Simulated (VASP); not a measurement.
# SnSe (P4/nmm) in VASP: notebook

Runs on SnSe. Level: PBE+D3(BJ). Tasks: single point.

Everything below comes from runs of VASP 6.6.1. Logs are shortened: lines on timing, memory, paths and dates and some standing lists are left out, and cuts for length are marked.

### Step 1. The cell of the first run

Symmetry: P4/nmm, No. 129, tetragonal system. The conventional cell has a = 4.134 Å, b = 4.134 Å, c = 6.227 Å, α = 90.00°, β = 90.00°, γ = 90.00°. Within 3.6 Å of Sn (site symmetry 4mm) lie 6 Se at 2.74 to 3.49 Å. Se (site symmetry 4mm) has 6 Sn at 2.74 to 3.49 Å within 3.6 Å.

### Step 2. Single point, PBE+D3(BJ)

Input file INCAR:

```
SYSTEM = SnSe
PREC = Accurate ; ENCUT = 520
EDIFF = 1E-7 ; ISMEAR = 0
SIGMA = 0.03 ; LREAL = .FALSE.
LASPH = .TRUE. ; NELM = 80
ALGO = Normal ; ISIF = 2
LWAVE = .FALSE. ; LCHARG = .TRUE.
GGA = PE ; IVDW = 12
LELF = .TRUE. ; LVHAR = .TRUE.
NBANDS = 28
```

Input file KPOINTS:

```
regular mesh
0
G
  8 8 6
  0 0 0
```

Input file POSCAR:

```
SnSe
1.0
    4.1343133752      0.0000000000      0.0000000000
    0.0000000000      4.1343133752      0.0000000000
    0.0000000000      0.0000000000      6.2271028057
Sn Se
2 2
Direct
    0.5000000000      0.0000000000      0.3100442236
    0.0000000000      0.5000000000      0.6899557764
    0.5000000000      0.0000000000      0.7499352227
    0.0000000000      0.5000000000      0.2500647773
```

Potentials or basis: VASP PAW PBE potentials, release 64 (Sn_d, Se).

Launch:

```bash
cat potpaw_PBE.64/Sn_d/POTCAR potpaw_PBE.64/Se/POTCAR > POTCAR
mpirun -np 1 vasp_std > vasp.out
```

OUTCAR:

```text
SYSTEM = SnSe
   PREC = Accurate
   ENCUT = 520
   EDIFF = 1E-7
   ISMEAR = 0
   LREAL = .FALSE.
   LASPH = .TRUE.
   NELM = 80
   ISIF = 2
   GGA = PE
   IVDW = 12
 IVDW          = 12

 ion  position               nearest neighbor table
   1  0.500  0.000  0.310-   3 2.74   4 2.95   4 2.95   4 2.95   4 2.95
   2  0.000  0.500  0.690-   4 2.74   3 2.95   3 2.95   3 2.95   3 2.95
   3  0.500  0.000  0.750-   1 2.74   2 2.95   2 2.95   2 2.95   2 2.95
   4  0.000  0.500  0.250-   2 2.74   1 2.95   1 2.95   1 2.95   1 2.95

  LATTYP: Found a simple tetragonal cell.
 ALAT       =     4.1343133752
 C/A-ratio  =     1.5062000000

  Lattice vectors:

 A1 = (   4.1343133752,   0.0000000000,   0.0000000000)
 A2 = (   0.0000000000,   4.1343133752,   0.0000000000)
 A3 = (   0.0000000000,   0.0000000000,   6.2271028057)

Analysis of symmetry for initial positions (statically):
=====================================================================
 Subroutine PRICEL returns:
 Original cell was already a primitive cell.

 Routine SETGRP: Setting up the symmetry group for a
 simple tetragonal supercell.

 Subroutine GETGRP returns: Found 16 space group operations
 (whereof  8 operations were pure point group operations)
 out of a pool of 16 trial point group operations.

The static configuration has the point symmetry D_2d.
 The point group associated with its full space group is D_4h.

Analysis of symmetry for dynamics (positions and initial velocities):
=====================================================================
 Subroutine PRICEL returns:
 Original cell was already a primitive cell.

 Routine SETGRP: Setting up the symmetry group for a
 simple tetragonal supercell.

 Subroutine GETGRP returns: Found 16 space group operations
 (whereof  8 operations were pure point group operations)
 out of a pool of 16 trial point group operations.

The dynamic configuration has the point symmetry D_2d.
 The point group associated with its full space group is D_4h.

 Subroutine INISYM returns: Found 16 space group operations
 (whereof  8 operations are pure point group operations),
 and found     1 'primitive' translations

----------------------------------------------------------------------------------------

                                     Primitive cell

  volume of cell :     106.4370

  direct lattice vectors                    reciprocal lattice vectors
     4.134313375  0.000000000  0.000000000     0.241878133  0.000000000  0.000000000
     0.000000000  4.134313375  0.000000000     0.000000000  0.241878133  0.000000000
     0.000000000  0.000000000  6.227102806     0.000000000  0.000000000  0.160588324
[... 92 lines left out ...]
   IBRION =     -1    ionic relax: 0-MD 1-quasi-New 2-CG
   NFREE  =      0    steps in history (QN), initial steepest desc. (CG)
   ISIF   =      2    stress and relaxation
   ISYM   =      2    0-nonsym 1-usesym 2-fastsym
   POTIM  = 0.5000    time-step for ionic-motion
   TEBEG  =    0.0;   TEEND  =   0.0 temperature during run
   PSTRESS=    0.0 pullay stress
   NELECT =      40.0000    total number of electrons
   NUPDOWN=      -1.0000    fix difference up-down
   EMIN   =  10.00;   EMAX   =-10.00  energy-range for DOS
   EFERMI =   0.00;   METHOD = LEGACY
   ISMEAR =     0;   SIGMA  =   0.03  broadening in eV -4-tet -1-fermi 0-gaus
   EFERMI_NEDOS =   21; number of points for ismear=-14 and -15
   IALGO  =     38    algorithm
   IMIX   =      4    mixing-type and parameters
     AMIX     =   0.40;   BMIX     =  1.00
     AMIX_MAG =   1.60;   BMIX_MAG =  1.00
  volume/ion in A,a.u.               =      26.61       179.57
  Fermi-wavevector in a.u.,A,eV,Ry     =   1.181401  2.232524 18.989755  1.395708
  Thomas-Fermi vector in A             =   2.317675
   LORBIT       =      0    0 simple, 1 ext, 2 COOP (PROOUT), +10 PAW based schemes
   GGA     = PE    functional components
   LHFCALC =     F    Hartree Fock is set to
   AEXX    =    0.0000 exact exchange contribution
   IVDW    =    12    specifies the selected vdW correction
   LEPSILON=     F    determine dielectric tensor
   LRPA    =     F    only Hartree local field effects (RPA)
 non-spin polarized calculation
 Gauss-broadening in eV      SIGMA  =   0.03
  energy-cutoff  :      520.00
  volume of cell :      106.44
 maximum number of plane-waves:      2912
 NGX is ok and might be reduce to    32

 number of electron      39.9999988 magnetization

 Free energy of the ion-electron system (eV)
  ---------------------------------------------------
  ext. energy  EPLUGINS =         0.00000000
  ---------------------------------------------------
  free energy    TOTEN  =       -16.09211448 eV

  energy without entropy =      -16.09211448  energy(sigma->0) =      -16.09211448

 E-fermi :   6.1988     XC(G=0):  -9.6511

 val. band max:        6.0759863933   @ k =   0.3750   0.0000   0.5000
 cond. band min:       6.3770540733   @ k =   0.3750   0.0000   0.5000
 fundamental gap:      0.3010676800
 Fermi energy:         6.1987552039

 k-point     1 :       0.0000    0.0000    0.0000
  band No.  band energies     occupation
      1     -15.7326      2.00000
      2     -15.6937      2.00000
      3     -15.6863      2.00000
      4     -15.6843      2.00000
      5     -15.6843      2.00000
      6     -15.6767      2.00000
[... 733 lines left out ...]
     27      12.1760      0.00000
     28      12.1760      0.00000

 [... further k-points ...]

------------------------ aborting loop because EDIFF is reached ----------------------------------------

 Edisp (eV)   -1.44242

 E8    (eV) :    -0.6483

  FORCE on cell =-STRESS in cart. coord.  units (eV):
  Direction    XX          YY          ZZ          XY          YZ          ZX
  --------------------------------------------------------------------------------------
  -------------------------------------------------------------------------------------
  Total       2.75005     2.75005     0.50679     0.00000     0.00000     0.00000
  in kB      41.39595    41.39595     7.62868     0.00000     0.00000     0.00000
  external pressure =       30.14 kB  Pullay stress =        0.00 kB

 VOLUME and BASIS-vectors are now :
 -----------------------------------------------------------------------------
  energy-cutoff  :      520.00
  volume of cell :      106.44
      direct lattice vectors                 reciprocal lattice vectors
     4.134313375  0.000000000  0.000000000     0.241878133  0.000000000  0.000000000
     0.000000000  4.134313375  0.000000000     0.000000000  0.241878133  0.000000000
     0.000000000  0.000000000  6.227102806     0.000000000  0.000000000  0.160588324

 POSITION                                       TOTAL-FORCE (eV/Angst)
 -----------------------------------------------------------------------------------
      2.06716      0.00000      1.93068         0.000000      0.000000     -0.810125
      0.00000      2.06716      4.29643        -0.000000     -0.000000      0.810125
      2.06716      0.00000      4.66992         0.000000      0.000000      0.096064
      0.00000      2.06716      1.55718         0.000000      0.000000     -0.096064
 -----------------------------------------------------------------------------------
    total drift:                                0.000000      0.000000      0.000000

  FREE ENERGIE OF THE ION-ELECTRON SYSTEM (eV)
  ---------------------------------------------------
  free  energy   TOTEN  =       -17.5345319370 eV

  energy  without entropy=      -17.5345319370  energy(sigma->0) =      -17.53453194
```

stdout:

```text
POSCAR found type information on POSCAR SnSe
 POSCAR found :  2 types and       4 ions
 scaLAPACK will be used
 LDA part: xc-table for (Slater+PW92), standard interpolation
 POSCAR, INCAR and KPOINTS ok, starting setup
 FFT: planning ... GRIDC
 FFT: planning ... GRID_SOFT
 FFT: planning ... GRID
 WAVECAR not read
 entering main loop
```

Run time: 2.9 min. Hardware: 1 thread of Intel Xeon Platinum 8259CL at 2.50GHz (Skylake/Cascade Lake), shared host; peak memory 0.31 GiB.

Results:

| Item | Value |
| --- | --- |
| Free energy | -17.5345 eV |
| Pressure | 3.0 GPa |
| Largest force | 0.810 eV/Å |
| Band gap on the k mesh | 0.30 eV |
| Dispersion energy per atom | -0.361 eV |

Forces in eV/Å, atoms in the order of the input:
```
Sn   0.000  0.000 -0.810
Sn   0.000  0.000  0.810
Se   0.000  0.000  0.096
Se   0.000  0.000 -0.096
```

Stress tensor (GPa, compression positive):
```
4.14 0.00 0.00
0.00 4.14 0.00
0.00 0.00 0.76
```

Caveat: the cell stands under pressure; semilocal functionals underestimate gaps, and a narrow one can read as zero; spin-orbit coupling is left out, which moves the levels of the heavy elements. A k mesh can miss the band edges.

### Step 3. Single point, PBE+D3(BJ)

This run uses another cell than the first one, of the same volume but with other edges.

Input file INCAR:

```
SYSTEM = SnSe
PREC = Accurate ; ENCUT = 520
EDIFF = 1E-6 ; ISMEAR = 0
SIGMA = 0.03 ; LREAL = .False.
LASPH = .True. ; NELM = 60
ALGO = Normal ; ISIF = 2
LWAVE = .False. ; LCHARG = .True.
GGA = PE ; IVDW = 12
LELF = .True. ; LVHAR = .True.
NBANDS = 28
```

Input file KPOINTS:

```
Automatic mesh
0
Gamma
  8 8 6
  0 0 0
```

Input file POSCAR:

```
SnSe
1.0
    4.3177180007      0.0000000000      0.0000000000
    0.0000000000      4.3177180007      0.0000000000
    0.0000000000      0.0000000000      5.7093185123
Sn Se
2 2
Direct
    0.5000000000      0.0000000000      0.3100442236
    0.0000000000      0.5000000000      0.6899557764
    0.5000000000      0.0000000000      0.7499352227
    0.0000000000      0.5000000000      0.2500647773
```

Potentials or basis: VASP PAW PBE potentials, release 64 (Sn_d, Se).

Launch:

```bash
cat potpaw_PBE.64/Sn_d/POTCAR potpaw_PBE.64/Se/POTCAR > POTCAR
mpirun -np 1 vasp_std > vasp.out
```

It took 2.6 min on 1 thread of Intel Xeon Platinum 8259CL at 2.50GHz (Skylake/Cascade Lake), shared host; peak memory 0.3 GiB.

The run converged. Its results:

```yaml
Free_energy: -17.1730 eV
Pressure: 4.9 GPa
Largest_force: 1.961 eV/Å
Band_gap_on_the_k_mesh: 0.41 eV (least direct gap 0.43 eV)
Dispersion_energy_per_atom: -0.361 eV
```

Forces in eV/Å, atoms in the order of the input:
```
Sn   0.000  0.000 -1.961
Sn   0.000  0.000  1.961
Se   0.000  0.000  1.293
Se   0.000  0.000 -1.293
```

Stress tensor (GPa, compression positive):
```
-1.00  0.00  0.00
 0.00 -1.00  0.00
 0.00  0.00 16.55
```

Levels at points of the mesh, in eV from the valence-band top:
| k point | band 18 | band 19 | band 20 | band 21 | band 22 | band 23 |
| --- | --- | --- | --- | --- | --- | --- |
| (0.00, 0.00, 0.00) | -2.89 | -2.20 | -2.20 | 2.48 | 3.70 | 3.70 |
| (0.50, 0.00, 0.00) | -2.64 | -1.20 | -1.20 | 1.16 | 1.16 | 1.64 |
| (0.50, 0.50, 0.00) | -3.95 | -3.39 | -3.39 | 2.47 | 2.47 | 4.54 |
| (0.00, 0.00, 0.50) | -2.85 | -1.61 | -1.05 | 2.18 | 2.95 | 3.04 |
| (0.50, 0.00, 0.50) | -2.45 | -0.43 | -0.43 | 0.73 | 0.73 | 0.95 |
| (0.50, 0.50, 0.50) | -4.33 | -0.85 | -0.85 | 2.41 | 2.41 | 3.75 |

Caveat: the stress differs along the axes, from -1 to 17 GPa; semilocal functionals underestimate gaps, and a narrow one can read as zero; spin-orbit coupling is left out, which moves the levels of the heavy elements; forces of over 1 eV/Å act on the atoms, so gaps and moduli don't describe the material at rest. A k mesh can miss the band edges.
